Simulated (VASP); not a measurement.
Here is a VASP 6.6.1 calculation.

File INCAR:

```
SYSTEM = ScSbTe3
PREC = Accurate
ENCUT = 520
EDIFF = 1E-6
ISMEAR = 0
SIGMA = 0.1
LREAL = .FALSE.
LASPH = .TRUE.
NELM = 100
ALGO = Normal
ISIF = 2
LWAVE = .FALSE.
LCHARG = .FALSE.
GGA = PE
NBANDS = 25
```

Contents of KPOINTS:

```
Automatic mesh
0
G
  4 4 2
  0 0 0
```

The input POSCAR:

```
ScSbTe3
1.0
    3.0690224343     -6.0583022563      0.0000000000
    3.0690224343      6.0583022563      0.0000000000
    0.0000000000      0.0000000000      5.4785158361
Sc Sb Te
1 1 3
Direct
    0.5000000000      0.5000000000      0.5000000000
    0.5000000000      0.5000000000      0.0000000000
    0.0000000000      0.5000000000      0.0000000000
    0.5000000000      0.0000000000      0.0000000000
    0.0000000000      0.0000000000      0.0000000000
```

Potentials or basis: VASP PAW PBE potentials, release 64 (Sc_sv, Sb, Te).

Command:

```console
$ cat potpaw_PBE.64/Sc_sv/POTCAR potpaw_PBE.64/Sb/POTCAR potpaw_PBE.64/Te/POTCAR > POTCAR
$ mpirun -np 1 vasp_std > vasp.out
```

(1) What does it give for the band gap on the k mesh?

(2) Estimate the pressure.

Results:

(1) zero (bands 17 and 18 overlap by 1.01 eV).

(2) -0.1 GPa.

Caveat: the k points lie up to 0.57 Å⁻¹ apart, too coarse for converged energies and pressures of a metal; spin-orbit coupling is left out, which moves the levels of the heavy elements.
